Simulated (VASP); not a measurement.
**KF: electric field gradients with PBE**

The system is KF.

```
K F
1.0
     0.00000    2.67350    2.67350
     2.67350    0.00000    2.67350
     2.67350    2.67350    0.00000
K F
1 1
Direct
  0.00000 0.00000 0.00000
  0.50000 0.50000 0.50000
```

```
Program                : VASP 6.6.1
Task                   : electric field gradients
Functional             : PBE
Potentials or basis    : VASP PAW PBE potentials, release 64 (K_sv, F)
Cutoff                 : 520 eV
k mesh                 : 9 × 9 × 9
Occupations            : fermi-dirac, width 0.01 eV
Spin                   : no spin polarisation
Dipole correction      : no
Further INCAR settings : ALGO = Normal; EDIFF = 1e-08; NBANDS = 15
```

| Item | Value |
| --- | --- |
| Pressure | 1.4 GPa |
| Band gap on the k mesh | 6.16 eV, direct |

Levels at points of the mesh, in eV from the valence-band top:
| k point | band 4 | band 5 | band 6 | band 7 | band 8 | band 9 | band 10 | band 11 | band 12 | band 13 |
| --- | --- | --- | --- | --- | --- | --- | --- | --- | --- | --- |
| (0.00, 0.00, 0.00) | -9.39 | -9.39 | 0.00 | 0.00 | 0.00 | 6.16 | 10.67 | 10.67 | 10.67 | 12.34 |

Run time: 52 s on 1 thread of AMD EPYC 7R13, on a shared host, peak memory 0.13 GiB.

Caveat: without QUAD_EFG the Cq values of the log hold for a quadrupole moment of 1 mb, not for the nuclei. A k mesh can miss the band edges.
